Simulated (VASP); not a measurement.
# CaMg (P-3m1) in VASP: a series of runs

Runs on CaMg. Level: LDA. Tasks: single point, relaxation of cell and atoms.

All numbers are computed with VASP 6.6.1; they aren't measurements. Logs are shortened: lines on timing, memory, paths and dates and some standing lists are left out, and cuts for length are marked.

## Step 1: The cell of the first run

It takes space group P-3m1 (No. 164, trigonal). The conventional cell has a = 3.507 Å, b = 3.507 Å, c = 11.194 Å, α = 90.00°, β = 90.00°, γ = 120.00°. Within 4.5 Å of Ca (site symmetry 3m) lie 3 Mg at 3.42 Å and 9 Ca at 3.51 to 3.75 Å. Within 4.2 Å of Mg (site symmetry 3m) lie 9 Mg at 3.23 to 3.51 Å and 3 Ca at 3.42 Å.

## Step 2: Single point, LDA

File INCAR:

```
SYSTEM = CaMg
  ALGO = Normal
  EDIFF = 1E-7
  ENCUT = 520
  GGA = CA
  ISIF = 2
  ISMEAR = -1
  LASPH = .True.
  LCHARG = .False.
  LREAL = .False.
  LWAVE = .False.
  NBANDS = 20
  NELM = 60
  PREC = Accurate
  SIGMA = 0.02
```

File KPOINTS:

```
k-points
0
Gamma
  7 7 2
  0 0 0
```

File POSCAR:

```
CaMg
1.0
    3.5073051363      0.0000000000      0.0000000000
   -1.7536525682      3.0374153469      0.0000000000
    0.0000000000      0.0000000000     11.1943448904
Ca Mg
2 2
Direct
    0.6666666667      0.3333333333      0.6410246804
    0.3333333333      0.6666666667      0.3589753196
    0.3333333333      0.6666666667      0.8875610548
    0.6666666667      0.3333333333      0.1124389452
```

Potentials or basis: VASP PAW LDA potentials, release 64 (Ca_sv, Mg).

Launch:

```bash
$ cat potpaw_LDA.64/Ca_sv/POTCAR potpaw_LDA.64/Mg/POTCAR > POTCAR
$ mpirun -np 1 vasp_std > vasp.out
```

OUTCAR:

```text
SYSTEM = CaMg
   EDIFF = 1E-7
   ENCUT = 520
   GGA = CA
   ISIF = 2
   ISMEAR = -1
   LASPH = .True.
   LREAL = .False.
   NELM = 60
   PREC = Accurate

 ion  position               nearest neighbor table
   1  0.667  0.333  0.641-
   2  0.333  0.667  0.359-
   3  0.333  0.667  0.888-   4 3.23   4 3.23   4 3.23
   4  0.667  0.333  0.112-   3 3.23   3 3.23   3 3.23

  LATTYP: Found a hexagonal cell.
 ALAT       =     3.5073051363
 C/A-ratio  =     3.1917225492

  Lattice vectors:

 A1 = (   3.5073051363,   0.0000000000,   0.0000000000)
 A2 = (  -1.7536525682,   3.0374153469,   0.0000000000)
 A3 = (   0.0000000000,   0.0000000000,  11.1943448904)

Analysis of symmetry for initial positions (statically):
=====================================================================
 Subroutine PRICEL returns:
 Original cell was already a primitive cell.

 Routine SETGRP: Setting up the symmetry group for a
 hexagonal supercell.

 Subroutine GETGRP returns: Found 12 space group operations
 (whereof 12 operations were pure point group operations)
 out of a pool of 24 trial point group operations.

The static configuration has the point symmetry D_3d.

Analysis of symmetry for dynamics (positions and initial velocities):
=====================================================================
 Subroutine PRICEL returns:
 Original cell was already a primitive cell.

 Routine SETGRP: Setting up the symmetry group for a
 hexagonal supercell.

 Subroutine GETGRP returns: Found 12 space group operations
 (whereof 12 operations were pure point group operations)
 out of a pool of 24 trial point group operations.

The dynamic configuration has the point symmetry D_3d.

 Subroutine INISYM returns: Found 12 space group operations
 (whereof 12 operations are pure point group operations),
 and found     1 'primitive' translations

----------------------------------------------------------------------------------------

                                     Primitive cell

  volume of cell :     119.2550

  direct lattice vectors                    reciprocal lattice vectors
     3.507305136  0.000000000  0.000000000     0.285119190  0.164613641  0.000000000
    -1.753652568  3.037415347  0.000000000     0.000000000  0.329227282  0.000000000
     0.000000000  0.000000000 11.194344890     0.000000000  0.000000000  0.089330819

  length of vectors
     3.507305136  3.507305136 11.194344890     0.329227282  0.329227282  0.089330819

  position of ions in fractional coordinates (direct lattice)
     0.666666667  0.333333333  0.641024680
     0.333333333  0.666666667  0.358975320
     0.333333333  0.666666667  0.887561055
     0.666666667  0.333333333  0.112438945

  ion indices of the primitive-cell ions
   primitive index   ion index
                 1           1
                 2           2
                 3           3
                 4           4

----------------------------------------------------------------------------------------

 KPOINTS: k-points

Automatic generation of k-mesh.
 Grid dimensions read from file:
 generate k-points for:    7    7    2

 Generating k-lattice:

  Cartesian coordinates                     Fractional coordinates (reciprocal lattice)
     0.040731313  0.023516234  0.000000000     0.142857143  0.000000000  0.000000000
     0.000000000  0.047032469  0.000000000     0.000000000  0.142857143  0.000000000
     0.000000000  0.000000000  0.044665410     0.000000000  0.000000000  0.500000000

  Length of vectors
     0.047032469  0.047032469  0.044665410

  Shift w.r.t. Gamma in fractional coordinates (k-lattice)
     0.000000000  0.000000000  0.000000000

 Subroutine IBZKPT returns following result:
 ===========================================

 Found     16 irreducible k-points:

 Following reciprocal coordinates:
            Coordinates               Weight
  0.000000  0.000000  0.000000      1.000000
  0.142857 -0.000000  0.000000      6.000000
  0.285714  0.000000  0.000000      6.000000
  0.428571 -0.000000  0.000000      6.000000
  0.142857  0.142857  0.000000      6.000000
  0.285714  0.142857  0.000000     12.000000
[... 8 lines left out ...]
  0.428571  0.142857  0.500000      6.000000
  0.285714  0.285714  0.500000      6.000000
   k-points           NKPTS =     16   k-points in BZ     NKDIM =     16   number of bands    NBANDS=     20
   number of dos      NEDOS =    301   number of ions     NIONS =      4
   total plane-waves  NPLWV =  65856
   dimension x,y,z NGX =    28 NGY =   28 NGZ =   84
   dimension x,y,z NGXF=    56 NGYF=   56 NGZF=  168
   ions per type =               2   2
   NGX,Y,Z   is equivalent  to a cutoff of  13.27, 13.27, 12.47 a.u.
   NGXF,Y,Z  is equivalent  to a cutoff of  26.54, 26.54, 24.95 a.u.
 SYSTEM =  CaMg
   PREC   = accura    normal or accurate (medium, high low for compatibility)
   ISTART =      0    job   : 0-new  1-cont  2-samecut
   ICHARG =      2    charge: 1-file 2-atom 10-const
   ISPIN  =      1    spin polarized calculation?
   LNONCOLLINEAR =      F non collinear calculations
   LSORBIT =      F    spin-orbit coupling
   LASPH  =      T    aspherical Exc in radial PAW
   ENCUT  =  520.0 eV  38.22 Ry    6.18 a.u.   6.52  6.52 20.81*2*pi/ulx,y,z
   NELM   =     60;   NELMIN=  2; NELMDL= -5     # of ELM steps
   EDIFF  = 0.1E-06   stopping-criterion for ELM
   LREAL  =      F    real-space projection
   EDIFFG = 0.1E-05   stopping-criterion for IOM
   NSW    =      0    number of steps for IOM
   IBRION =     -1    ionic relax: 0-MD 1-quasi-New 2-CG
   NFREE  =      0    steps in history (QN), initial steepest desc. (CG)
   ISIF   =      2    stress and relaxation
   ISYM   =      2    0-nonsym 1-usesym 2-fastsym
   POTIM  = 0.5000    time-step for ionic-motion
   TEBEG  =    0.0;   TEEND  =   0.0 temperature during run
   PSTRESS=    0.0 pullay stress
   NELECT =      24.0000    total number of electrons
   NUPDOWN=      -1.0000    fix difference up-down
   EMIN   =  10.00;   EMAX   =-10.00  energy-range for DOS
   EFERMI =   0.00;   METHOD = LEGACY
   ISMEAR =    -1;   SIGMA  =   0.02  broadening in eV -4-tet -1-fermi 0-gaus
   EFERMI_NEDOS =   21; number of points for ismear=-14 and -15
   IALGO  =     38    algorithm
   IMIX   =      4    mixing-type and parameters
     AMIX     =   0.40;   BMIX     =  1.00
     AMIX_MAG =   1.60;   BMIX_MAG =  1.00
  volume/ion in A,a.u.               =      29.81       201.19
  Fermi-wavevector in a.u.,A,eV,Ry     =   0.959371  1.812948 12.522695  0.920392
  Thomas-Fermi vector in A             =   2.088561
   LORBIT       =      0    0 simple, 1 ext, 2 COOP (PROOUT), +10 PAW based schemes
   GGA     = CA    functional components
   LHFCALC =     F    Hartree Fock is set to
   AEXX    =    0.0000 exact exchange contribution
   IVDW    =     0    specifies the selected vdW correction
   LEPSILON=     F    determine dielectric tensor
   LRPA    =     F    only Hartree local field effects (RPA)
 non-spin polarized calculation
  energy-cutoff  :      520.00
  volume of cell :      119.25
 maximum number of plane-waves:      3281
 NGX is ok and might be reduce to    28
   NGX = 13   NGY = 13   NGZ = 41

 number of electron      24.0000002 magnetization

 Free energy of the ion-electron system (eV)
  ---------------------------------------------------
  ext. energy  EPLUGINS =         0.00000000
  ---------------------------------------------------
  free energy    TOTEN  =        -7.76380316 eV

  energy without entropy =       -7.75736915  energy(sigma->0) =       -7.76058616

 E-fermi :   2.2894     XC(G=0):  -8.5306

 val. band max:        2.2892458631   @ k =   0.4286   0.1429   0.0000
 cond. band min:       2.3471075211   @ k =   0.1429   0.1429   0.0000
 fundamental gap:      0.0578616579
 Fermi energy:         2.2894265511

 k-point     1 :       0.0000    0.0000    0.0000
  band No.  band energies     occupation
      1     -38.6505      2.00000
      2     -38.6373      2.00000
      3     -20.0036      2.00000
      4     -19.8786      2.00000
      5     -19.8199      2.00000
      6     -19.8199      2.00000
[... 12 lines left out ...]
     19       5.9135      0.00000
     20       6.3439      0.00000

 k-point     2 :       0.1429   -0.0000    0.0000
  band No.  band energies     occupation
      1     -38.6422      2.00000
      2     -38.6302      2.00000
      3     -19.9897      2.00000
      4     -19.8943      2.00000
      5     -19.8716      2.00000
      6     -19.8633      2.00000
[... 12 lines left out ...]
     19       5.4364      0.00000
     20       6.1394      0.00000

 k-point     3 :       0.2857    0.0000    0.0000
  band No.  band energies     occupation
      1     -38.6233      2.00000
      2     -38.6144      2.00000
      3     -20.0311      2.00000
      4     -20.0204      2.00000
      5     -19.9426      2.00000
      6     -19.8703      2.00000
[... 12 lines left out ...]
     19       5.6700      0.00000
     20       6.1078      0.00000

 k-point     4 :       0.4286   -0.0000    0.0000
  band No.  band energies     occupation
      1     -38.6075      2.00000
      2     -38.6024      2.00000
      3     -20.1422      2.00000
      4     -20.1262      2.00000
      5     -19.9105      2.00000
      6     -19.8976      2.00000
[... 12 lines left out ...]
     19       5.4323      0.00000
     20       6.2682      0.00000

 k-point     5 :       0.1429    0.1429    0.0000
  band No.  band energies     occupation
      1     -38.6286      2.00000
      2     -38.6188      2.00000
      3     -19.9875      2.00000
      4     -19.9783      2.00000
      5     -19.9451      2.00000
      6     -19.8669      2.00000
[... 12 lines left out ...]
     19       5.7972      0.00000
     20       6.0436      0.00000
[... 169 lines left out ...]
      6     -19.8669      2.00000
[... 12 lines left out ...]
     19       5.7640      0.00000
     20       5.8898      0.00000

 k-point    14 :       0.2857    0.1429    0.5000
  band No.  band energies     occupation
      1     -38.6111      2.00000
      2     -38.6050      2.00000
      3     -20.0888      2.00000
      4     -20.0778      2.00000
      5     -19.9272      2.00000
      6     -19.9128      2.00000
[... 12 lines left out ...]
     19       5.2351      0.00000
     20       5.4541      0.00000

 k-point    15 :       0.4286    0.1429    0.5000
  band No.  band energies     occupation
      1     -38.6028      2.00000
      2     -38.5994      2.00000
      3     -20.1372      2.00000
      4     -20.1211      2.00000
      5     -19.9430      2.00000
      6     -19.9246      2.00000
[... 12 lines left out ...]
     19       5.1987      0.00000
     20       5.2529      0.00000

 k-point    16 :       0.2857    0.2857    0.5000
  band No.  band energies     occupation
      1     -38.6006      2.00000
      2     -38.5982      2.00000
      3     -20.0901      2.00000
      4     -20.0796      2.00000
      5     -20.0044      2.00000
      6     -19.9880      2.00000
[... 12 lines left out ...]
     19       4.9058      0.00000
     20       4.9328      0.00000

------------------------ aborting loop because EDIFF is reached ----------------------------------------

  FORCE on cell =-STRESS in cart. coord.  units (eV):
  Direction    XX          YY          ZZ          XY          YZ          ZX
  --------------------------------------------------------------------------------------
  -------------------------------------------------------------------------------------
  Total       -0.0916755     -0.0916755     -0.0925443      0.0000000      0.0000000     -0.0000000
  in kB       -1.2316507     -1.2316507     -1.2433222      0.0000000      0.0000000     -0.0000000
  external PRESSURE =      -1.2355412 kB  Pullay stress =       0.0000000 kB

 VOLUME and BASIS-vectors are now :
 -----------------------------------------------------------------------------
  energy-cutoff  :      520.00
  volume of cell :      119.25
      direct lattice vectors                 reciprocal lattice vectors
     3.507305136  0.000000000  0.000000000     0.285119190  0.164613641  0.000000000
    -1.753652568  3.037415347  0.000000000     0.000000000  0.329227282  0.000000000
     0.000000000  0.000000000 11.194344890     0.000000000  0.000000000  0.089330819

 POSITION                                       TOTAL-FORCE (eV/Angst)
 -----------------------------------------------------------------------------------
      1.75365      1.01247      7.17585         0.000000      0.000000      0.024905
     -0.00000      2.02494      4.01849        -0.000000      0.000000     -0.024905
     -0.00000      2.02494      9.93566        -0.000000      0.000000     -0.010152
      1.75365      1.01247      1.25868        -0.000000      0.000000      0.010152
 -----------------------------------------------------------------------------------
    total drift:                                0.000000     -0.000000      0.000000

  FREE ENERGIE OF THE ION-ELECTRON SYSTEM (eV)
  ---------------------------------------------------
  free  energy   TOTEN  =        -7.7638031629 eV

  energy  without entropy=       -7.7573691527  energy(sigma->0) =       -7.76058616
```

It took 41 s on 1 thread of Intel Xeon Platinum 8375C at 2.90GHz (Ice Lake), shared host; peak memory 0.21 GiB.

What came out:

* Free energy: -7.7638 eV
* Pressure: -0.1 GPa
* Largest force: 0.025 eV/Å
* Band gap on the k mesh: zero (bands 12 and 13 overlap by 0.60 eV)

Forces on the atoms (eV/Å):
```
Ca   0.000  0.000  0.025
Ca   0.000  0.000 -0.025
Mg   0.000  0.000 -0.010
Mg   0.000  0.000  0.010
```

Levels at points of the mesh, in eV from the Fermi level:
```
           k point  band 10  band 11  band 12  band 13  band 14  band 15
(0.00, 0.00, 0.00)    -4.04    -3.60    -0.99    -0.39     1.62     2.70
(0.00, 0.00, 0.50)    -4.48    -2.41    -2.38     0.53     1.24     2.70
```

## Step 3: Relaxation of cell and atoms, LDA

This run uses another cell than the first one, of 32.46 Å³/atom.

File INCAR:

```
SYSTEM = CaMg
  ALGO = Normal
  EDIFF = 1E-6
  EDIFFG = -0.03
  ENCUT = 600
  GGA = CA
  IBRION = 2
  ISIF = 3
  ISMEAR = -1
  LASPH = .True.
  LCHARG = .False.
  LREAL = .False.
  LWAVE = .False.
  NELM = 80
  NSW = 80
  PREC = Accurate
  SIGMA = 0.02
```

KPOINTS is that of step 2.

File POSCAR:

```
CaMg
1.0
    3.6366936600      0.0000000000      0.0000000000
   -1.8183468300      3.1494691000      0.0000000000
    0.0000000000      0.0000000000     11.3355990000
Ca Mg
2 2
Direct
    0.6666666667      0.3333333333      0.6430200000
    0.3333333333      0.6666666667      0.3569800000
    0.3333333333      0.6666666667      0.8874580000
    0.6666666667      0.3333333333      0.1125420000
```

Potentials or basis: VASP PAW LDA potentials, release 64 (Ca_sv, Mg).

Launch:

```bash
$ cat potpaw_LDA.64/Ca_sv/POTCAR potpaw_LDA.64/Mg/POTCAR > POTCAR
$ mpirun -np 1 vasp_std > vasp.out
```

Wall time 2.7 min (1 thread of Intel Xeon Platinum 8375C at 2.90GHz (Ice Lake), shared host); peak memory 0.26 GiB.

The run converged. Its results:

```
Free energy                           : -7.7626 eV
Relaxed volume                        : 29.90 Å³/atom
Relaxed cell                          : a = 3.535 Å, b = 3.535 Å, c = 11.048 Å, α = 90.00°, β = 90.00°, γ = 120.00°
Space group after relaxing (to 0.1 Å) : P-3m1 (No. 164)
Energy gained by relaxing             : 14.9 meV/atom
Ionic steps                           : 6
Pressure after relaxing               : 0.0 GPa
Largest force after relaxing          : 0.017 eV/Å
Band gap on the k mesh                : zero (bands 12 and 13 overlap by 0.51 eV)
```

Forces in eV/Å, atoms in the order of the input:
```
Ca   0.000  0.000  0.007
Ca   0.000  0.000 -0.007
Mg   0.000  0.000 -0.017
Mg   0.000  0.000  0.017
```

Stress tensor (GPa, compression positive):
```
-0.05  0.00  0.00
 0.00 -0.05  0.00
 0.00  0.00  0.09
```

The path:
| step | energy change (eV) | largest force (eV/Å) | pressure (GPa) | volume (Å³) |
| --- | --- | --- | --- | --- |
| 1 | 0.0000 | 0.0598 | -1.74 | 129.83 |
| 2 | -0.0504 | 0.0650 | -0.67 | 123.34 |
| 3 | -0.0579 | 0.0662 | -0.03 | 120.07 |
| 4 | -0.0579 | 0.0662 | 0.00 | 119.88 |
| 5 | -0.0586 | 0.0458 | 0.01 | 119.81 |
| 6 | -0.0595 | 0.0168 | 0.00 | 119.59 |

Final structure:
```
CELL_PARAMETERS angstrom
3.53539 0.00000 0.00000
-1.76770 3.06174 0.00000
0.00000 0.00000 11.04818
ATOMIC_POSITIONS crystal
Ca 0.66667 0.33333 0.64247
Ca 0.33333 0.66667 0.35753
Mg 0.33333 0.66667 0.88916
Mg 0.66667 0.33333 0.11084
```

Levels at points of the mesh, in eV from the Fermi level:
```csv
k point,band 8,band 9,band 10,band 11,band 12,band 13,band 14,band 15,band 16
"(0.00, 0.00, 0.00)",-22.12,-5.71,-3.98,-3.58,-0.89,-0.29,1.69,2.67,2.67
"(0.00, 0.00, 0.50)",-22.12,-5.65,-4.46,-2.36,-2.30,0.66,1.29,2.67,2.67
```
